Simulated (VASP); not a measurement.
# Si2C (P6_3/mmc) in VASP: a series of runs

Si2C is run at these levels: PBE; tasks: relaxation of cell and atoms, single point.

All numbers are computed with VASP 6.6.1; they aren't measurements. Logs are shortened: lines on timing, memory, paths and dates and some standing lists are left out, and cuts for length are marked.

### 1 The cell of the first run

The structure is hexagonal, space group P6_3/mmc (No. 194). Conventional cell: a = 2.752 Å, b = 2.752 Å, c = 10.702 Å, α = 90.00°, β = 90.00°, γ = 120.00°. Si (site symmetry 3m) has 3 C at 2.06 Å and 1 Si at 2.62 Å within 2.7 Å. Within 2.7 Å of C (site symmetry -6m2) lie 6 Si at 2.06 Å.

### 2 Relaxation of cell and atoms, PBE

Input file INCAR:

```
  PREC = Accurate
  ENCUT = 600
  EDIFF = 1E-7
  ISMEAR = 0
  SIGMA = 0.1
  LREAL = F
  LASPH = T
  NELM = 100
  ALGO = Normal
  ISIF = 3
  LWAVE = F
  LCHARG = F
  GGA = PE
  IBRION = 2
  NSW = 90
  EDIFFG = -0.04
```

Input file KPOINTS:

```
Automatic mesh
0
Gamma
  6 6 2
```

Input file POSCAR:

```
Si2C
1.0
    2.7515355567      0.0000000000      0.0000000000
   -1.3757677784      2.3828996915      0.0000000000
    0.0000000000      0.0000000000     10.7023449949
Si C
4 2
Direct
    0.3333333333      0.6666666667      0.6275000000
    0.6666666667      0.3333333333      0.1275000000
    0.3333333333      0.6666666667      0.8725000000
    0.6666666667      0.3333333333      0.3725000000
    0.3333333333      0.6666666667      0.2500000000
    0.6666666667      0.3333333333      0.7500000000
```

Potentials or basis: VASP PAW PBE potentials, release 64 (Si, C).

Command:

```console
> cat potpaw_PBE.64/Si/POTCAR potpaw_PBE.64/C/POTCAR > POTCAR
> mpirun -np 1 vasp_std > vasp.out
```

OUTCAR:

```text
PREC = Accurate
   ENCUT = 600
   EDIFF = 1E-7
   ISMEAR = 0
   LREAL = F
   LASPH = T
   NELM = 100
   ISIF = 3
   GGA = PE
   IBRION = 2
   NSW = 90
   EDIFFG = -0.04

 ion  position               nearest neighbor table
   1  0.333  0.667  0.627-   6 2.06   6 2.06   6 2.06   3 2.62
   2  0.667  0.333  0.127-   5 2.06   5 2.06   5 2.06   4 2.62
   3  0.333  0.667  0.873-   6 2.06   6 2.06   6 2.06   1 2.62
   4  0.667  0.333  0.373-   5 2.06   5 2.06   5 2.06   2 2.62
   5  0.333  0.667  0.250-   2 2.06   4 2.06   2 2.06   4 2.06   2 2.06   4 2.06
   6  0.667  0.333  0.750-   1 2.06   3 2.06   1 2.06   3 2.06   1 2.06   3 2.06

  LATTYP: Found a hexagonal cell.
 ALAT       =     2.7515355567
 C/A-ratio  =     3.8895899306

  Lattice vectors:

 A1 = (   2.7515355567,   0.0000000000,   0.0000000000)
 A2 = (  -1.3757677784,   2.3828996915,   0.0000000000)
 A3 = (   0.0000000000,   0.0000000000,  10.7023449949)

Analysis of symmetry for initial positions (statically):
=====================================================================
 Subroutine PRICEL returns:
 Original cell was already a primitive cell.

 Routine SETGRP: Setting up the symmetry group for a
 hexagonal supercell.

 Subroutine GETGRP returns: Found 24 space group operations
 (whereof 12 operations were pure point group operations)
 out of a pool of 24 trial point group operations.

The static configuration has the point symmetry D_3d.
 The point group associated with its full space group is D_6h.

Analysis of symmetry for dynamics (positions and initial velocities):
=====================================================================
 Subroutine PRICEL returns:
 Original cell was already a primitive cell.

 Routine SETGRP: Setting up the symmetry group for a
 hexagonal supercell.

 Subroutine GETGRP returns: Found 24 space group operations
 (whereof 12 operations were pure point group operations)
 out of a pool of 24 trial point group operations.

The dynamic configuration has the point symmetry D_3d.
 The point group associated with its full space group is D_6h.

 Subroutine INISYM returns: Found 24 space group operations
 (whereof 12 operations are pure point group operations),
 and found     1 'primitive' translations

----------------------------------------------------------------------------------------

                                     Primitive cell

  volume of cell :      70.1714

  direct lattice vectors                    reciprocal lattice vectors
[... 101 lines left out ...]
   IALGO  =     38    algorithm
   IMIX   =      4    mixing-type and parameters
     AMIX     =   0.40;   BMIX     =  1.00
     AMIX_MAG =   1.60;   BMIX_MAG =  1.00
  volume/ion in A,a.u.               =      11.70        78.92
  Fermi-wavevector in a.u.,A,eV,Ry     =   1.144876  2.163503 17.833730  1.310742
  Thomas-Fermi vector in A             =   2.281567
   LORBIT       =      0    0 simple, 1 ext, 2 COOP (PROOUT), +10 PAW based schemes
   GGA     = PE    functional components
   LHFCALC =     F    Hartree Fock is set to
   AEXX    =    0.0000 exact exchange contribution
   IVDW    =     0    specifies the selected vdW correction
   LEPSILON=     F    determine dielectric tensor
   LRPA    =     F    only Hartree local field effects (RPA)
 conjugate gradient relaxation of ions
 non-spin polarized calculation
 Gauss-broadening in eV      SIGMA  =   0.10
  energy-cutoff  :      600.00
  volume of cell :       70.17
 maximum number of plane-waves:      2418
 NGX is ok and might be reduce to    24
   NGX = 11   NGY = 11   NGZ = 43

--------------------------------------- Ionic step        1  -------------------------------------------

 number of electron      24.0000001 magnetization

 Free energy of the ion-electron system (eV)
  ---------------------------------------------------
  ext. energy  EPLUGINS =         0.00000000
  ---------------------------------------------------
  free energy    TOTEN  =       -34.45353224 eV

  energy without entropy =      -34.44178238  energy(sigma->0) =      -34.44765731

------------------------ aborting loop because EDIFF is reached ----------------------------------------

  FORCE on cell =-STRESS in cart. coord.  units (eV):
  Direction    XX          YY          ZZ          XY          YZ          ZX
  --------------------------------------------------------------------------------------
  -------------------------------------------------------------------------------------
  Total        6.4345658      6.4345658    -10.7293445     -0.0000000      0.0000000      0.0000000
  in kB      146.9163024    146.9163024   -244.9762230     -0.0000000      0.0000000      0.0000000
  external PRESSURE =      16.2854606 kB  Pullay stress =       0.0000000 kB
[... 101 lines left out ...]
  FREE ENERGIE OF THE ION-ELECTRON SYSTEM (eV)
  ---------------------------------------------------
  free  energy   TOTEN  =       -35.2547261234 eV

  energy  without entropy=      -35.2422000102  energy(sigma->0) =      -35.24846307

 E-fermi :   9.7006     XC(G=0): -11.3146

 val. band max:        9.6498824149   @ k =   0.3333   0.3333   0.0000
 cond. band min:       9.7073277444   @ k =   0.3333   0.0000   0.0000
 fundamental gap:      0.0574453296
 Fermi energy:         9.7005646725

 k-point     1 :       0.0000    0.0000    0.0000
  band No.  band energies     occupation
      1      -7.0398      2.00000
      2      -6.6990      2.00000
      3      -2.6812      2.00000
      4      -0.2227      2.00000
      5       1.0615      2.00000
      6       6.4380      2.00000
[... 243 lines left out ...]
      3      -0.1553      2.00000
      4      -0.1553      2.00000
      5       2.3086      2.00000
      6       2.3086      2.00000
[... 8 lines left out ...]
     15      11.4155      0.00000
     16      11.4155      0.00000

[... ionic steps 4 to 20 ...]

--------------------------------------- Ionic step       21  -------------------------------------------

 number of electron      24.0000002 magnetization

------------------------ aborting loop because EDIFF is reached ----------------------------------------
[... 75 lines left out ...]
--------------------------------------- Ionic step       23  -------------------------------------------

 number of electron      24.0000002 magnetization

 Free energy of the ion-electron system (eV)
  ---------------------------------------------------
  ext. energy  EPLUGINS =         0.00000000
  ---------------------------------------------------
  free energy    TOTEN  =       -36.07194364 eV

  energy without entropy =      -36.05008564  energy(sigma->0) =      -36.06101464

 E-fermi :  10.6640     XC(G=0): -11.7378

 val. band max:       10.6587964221   @ k =   0.1667   0.1667   0.5000
 cond. band min:      10.9658542622   @ k =   0.3333   0.3333   0.0000
 fundamental gap:      0.3070578401
 Fermi energy:        10.6640300912

 k-point     1 :       0.0000    0.0000    0.0000
  band No.  band energies     occupation
      1      -6.2490      2.00000
      2      -5.5535      2.00000
      3      -2.4173      2.00000
      4       1.5349      2.00000
      5       1.6576      2.00000
      6       8.3015      2.00000
[... 288 lines left out ...]
  FREE ENERGIE OF THE ION-ELECTRON SYSTEM (eV)
  ---------------------------------------------------
  free  energy   TOTEN  =       -36.0719436428 eV

  energy  without entropy=      -36.0500856415  energy(sigma->0) =      -36.06101464

 reached required accuracy - stopping structural energy minimisation
```

OSZICAR:

```text
N       E                     dE             d eps       ncg     rms          rms(c)
DAV:   1     0.721152434163E+02    0.72115E+02   -0.11774E+04   448   0.148E+03
DAV:   2    -0.328341438360E+02   -0.10495E+03   -0.10260E+03   616   0.213E+02
DAV:   3    -0.381924994196E+02   -0.53584E+01   -0.53044E+01   608   0.482E+01
[... 227 lines left out ...]
DAV:   3    -0.360719434158E+02    0.14253E-04   -0.22519E-05   552   0.272E-02    0.439E-03
DAV:   4    -0.360719432572E+02    0.15867E-06   -0.20495E-06   536   0.880E-03    0.290E-03
DAV:   5    -0.360719433945E+02   -0.13732E-06   -0.80951E-08   296   0.202E-03    0.169E-03
DAV:   6    -0.360719436320E+02   -0.23753E-06   -0.48562E-08   240   0.149E-03    0.179E-04
DAV:   7    -0.360719436428E+02   -0.10755E-07   -0.71073E-09   224   0.675E-04
  23 F= -.36071944E+02 E0= -.36061015E+02  d E =-.460249E-03
```

It took 5.6 min on 1 thread of AMD EPYC 7R43 (Zen 3), shared host; peak memory 0.18 GiB.

What came out:

```yaml
Free_energy: -36.0719 eV
Relaxed_volume: 10.95 Å³/atom
Relaxed_cell: a = 2.933 Å, b = 2.933 Å, c = 8.817 Å, α = 90.00°, β = 90.00°, γ = 120.00°
Space_group_after_relaxing_to_0.05_Å: P6_3/mmc (No. 194)
Energy_gained_by_relaxing: 269.7 meV/atom
Ionic_steps: 23
Pressure_after_relaxing: -0.1 GPa
Largest_force_after_relaxing: 0.008 eV/Å
Band_gap_on_the_k_mesh: zero (band 12 reaches 15.04 eV, above the bottom of band 13 at 7.83 eV)
```

Forces in eV/Å, atoms in the order of the input:
```
Si   0.000  0.000 -0.008
Si   0.000  0.000 -0.008
Si   0.000  0.000  0.008
Si   0.000  0.000  0.008
C    0.000  0.000  0.000
C    0.000  0.000  0.000
```

Step by step:
```tsv
step	energy change (eV)	largest force (eV/Å)	pressure (GPa)	volume (Å³)
1	0.0000	2.0064	1.63	70.17
2	-0.3609	3.7775	11.59	70.92
3	-0.8012	0.6659	6.07	70.74
4	-0.8037	0.8653	6.35	70.76
5	-0.9769	0.5471	-3.53	75.42
6	-0.9789	0.5712	-2.71	74.97
7	-1.0644	0.2240	-3.75	73.86
8	-1.1472	0.2732	-5.34	72.10
9	-1.3748	0.9202	-7.57	68.59
10	0.5564	5.2656	17.14	61.61
11	-1.4566	0.5326	-6.15	68.20
12	-1.2261	2.4987	-0.02	64.90
13	-1.4960	0.6799	-5.44	67.62
14	-1.5091	0.9926	-4.91	67.05
15	-1.5269	1.1215	-3.93	66.55
16	-1.5292	1.1807	-3.48	66.34
17	-1.5520	1.0268	-3.08	66.27
18	-1.6005	0.5462	-1.81	66.03
19	-1.6024	0.5029	1.13	65.56
20	-1.6179	0.0340	-0.40	65.80
21	-1.6180	0.0094	-0.33	65.78
22	-1.6181	0.0047	-0.27	65.76
23	-1.6184	0.0081	-0.11	65.68
```

Final structure:
```yaml
crystal:
  lattice:
    - [2.93286, 0.00000, 0.00000]
    - [-1.46643, 2.53993, 0.00000]
    - [0.00000, 0.00000, 8.81663]
  atoms:
    - { symbol: Si, position: [0.33333, 0.66667, 0.61291] }
    - { symbol: Si, position: [0.66667, 0.33333, 0.11291] }
    - { symbol: Si, position: [0.33333, 0.66667, 0.88709] }
    - { symbol: Si, position: [0.66667, 0.33333, 0.38709] }
    - { symbol: C, position: [0.33333, 0.66667, 0.25000] }
    - { symbol: C, position: [0.66667, 0.33333, 0.75000] }
```

Caveat: the k points lie up to 0.41 Å⁻¹ apart in the final cell.

### 3 Single point, PBE

This run uses another cell than the first one, of 10.90 Å³/atom, 0.932 times its volume.

Input file INCAR:

```
  ALGO = Normal
  EDIFF = 1E-6
  ENCUT = 520
  GGA = PE
  ISIF = 2
  ISMEAR = 0
  LASPH = T
  LCHARG = T
  LELF = T
  LREAL = F
  LVHAR = T
  LWAVE = F
  NBANDS = 21
  NELM = 80
  PREC = Accurate
  SIGMA = 0.1
```

Input file KPOINTS:

```
k-points
0
Gamma
  12 12 4
```

Input file POSCAR:

```
Si2C
1.0
    2.9230749352      0.0000000000      0.0000000000
   -1.4615374676      2.5314571510      0.0000000000
    0.0000000000      0.0000000000      8.8412522054
Si C
4 2
Direct
    0.3333333333      0.6666666667      0.6131544518
    0.6666666667      0.3333333333      0.1131544518
    0.3333333333      0.6666666667      0.8868455482
    0.6666666667      0.3333333333      0.3868455482
    0.3333333333      0.6666666667      0.2500000000
    0.6666666667      0.3333333333      0.7500000000
```

Potentials or basis: VASP PAW PBE potentials, release 64 (Si, C).

Command:

```console
> cat potpaw_PBE.64/Si/POTCAR potpaw_PBE.64/C/POTCAR > POTCAR
> mpirun -np 1 vasp_std > vasp.out
```

It took 77 s on 1 thread of AMD EPYC 7R43 (Zen 3), shared host; peak memory 0.18 GiB.

The run converged. Its results:

```
Free energy            : -36.2005 eV
Pressure               : 0.0 GPa
Largest force          : 0.023 eV/Å
Band gap on the k mesh : zero (band 12 reaches 15.26 eV, above the bottom of band 13 at 7.85 eV)
```

Forces on the atoms (eV/Å):
```
Si   0.000  0.000  0.023
Si   0.000  0.000  0.023
Si   0.000  0.000 -0.023
Si   0.000  0.000 -0.023
C    0.000  0.000  0.000
C    0.000  0.000  0.000
```

Stress tensor (GPa, compression positive):
```
 0.12  0.00  0.00
 0.00  0.12  0.00
 0.00  0.00 -0.16
```

Levels at points of the mesh, in eV from the Fermi level:
| k point | band 8 | band 9 | band 10 | band 11 | band 12 | band 13 | band 14 | band 15 | band 16 | band 17 |
| --- | --- | --- | --- | --- | --- | --- | --- | --- | --- | --- |
| (0.00, 0.00, 0.00) | -1.45 | -1.34 | -1.34 | 0.13 | 4.11 | 4.31 | 5.36 | 5.75 | 5.75 | 5.94 |
| (0.50, 0.00, 0.00) | -5.02 | -3.77 | -3.64 | -3.50 | -3.47 | 1.28 | 1.49 | 1.75 | 2.04 | 3.97 |
| (0.00, 0.00, 0.50) | -1.40 | -1.40 | -1.40 | 3.23 | 3.23 | 4.30 | 4.30 | 5.73 | 5.73 | 5.73 |
| (0.50, 0.00, 0.50) | -6.00 | -3.64 | -3.64 | -2.17 | -2.17 | 0.47 | 0.47 | 2.25 | 2.25 | 2.90 |
